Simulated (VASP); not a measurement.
Write the native input for VASP 6.6.1 that does the following.

* Task: relaxation of cell and atoms
* Functional: LDA
* Potentials or basis: VASP PAW LDA potentials, release 64 (Zr_sv, S)
* Cutoff: 500 eV
* k mesh: 6 × 6 × 6
* Occupations: gaussian, width 0.1 eV
* Spin: no spin polarisation
* Dipole correction: no
* Further INCAR settings: ALGO = Normal; EDIFF = 1e-07; IBRION = 2; EDIFFG = -0.05; NSW = 100; ISIF = 3

The structure of ZrS lies in POSCAR:

```
ZrS
1.0
    0.0000000000      2.6250000000      2.6250000000
    2.6250000000      0.0000000000      2.6250000000
    2.6250000000      2.6250000000      0.0000000000
Zr S
1 1
Direct
    0.0000000000      0.0000000000      0.0000000000
    0.5000000000      0.5000000000      0.5000000000
```

These files were run (other wordings do the same):

INCAR

```
SYSTEM = ZrS
ALGO     = Normal         ! electronic algorithm
EDIFF    = 1E-7           ! SCF threshold, eV
EDIFFG   = -0.05          ! ionic threshold
ENCUT    = 500            ! plane-wave cutoff, eV
GGA_COMPAT= .False.      
IBRION   = 2              ! ionic algorithm
ISIF     = 3              ! what is computed and relaxed
ISMEAR   = 0              ! smearing method
LASPH    = .True.         ! aspherical terms in the spheres
LCHARG   = .False.        ! write CHGCAR
LREAL    = .False.        ! projectors in reciprocal space
LWAVE    = .False.        ! write WAVECAR
NELM     = 120            ! most SCF steps
NELMIN   = 4            
NSW      = 100            ! ionic steps
PREC     = Accurate       ! precision mode
SIGMA    = 0.1            ! smearing width, eV
```

KPOINTS

```
k-points
0
Gamma
  6 6 6
  0 0 0
```

Potentials or basis: VASP PAW LDA potentials, release 64 (Zr_sv, S).

Launch:

```bash
$ cat potpaw_LDA.64/Zr_sv/POTCAR potpaw_LDA.64/S/POTCAR > POTCAR
$ mpirun -np 1 vasp_std > vasp.out
```

It gave:

- Relaxed volume: 17.00 Å³/atom
- Relaxed cell: a = 3.636 Å, b = 3.636 Å, c = 3.636 Å, α = 60.00°, β = 60.00°, γ = 60.00°
- Space group after relaxing (to 0.1 Å): Fm-3m (No. 225)
- Energy gained by relaxing: 31.3 meV/atom
- Ionic steps: 3
- Pressure after relaxing: -0.2 GPa

Caveat: the highest band is partly filled, so the run has too few bands.

Wall time 12 s on 1 thread of AMD EPYC 9R45 96-Core Processor (Zen 5), on a shared host, peak memory 0.12 GiB.
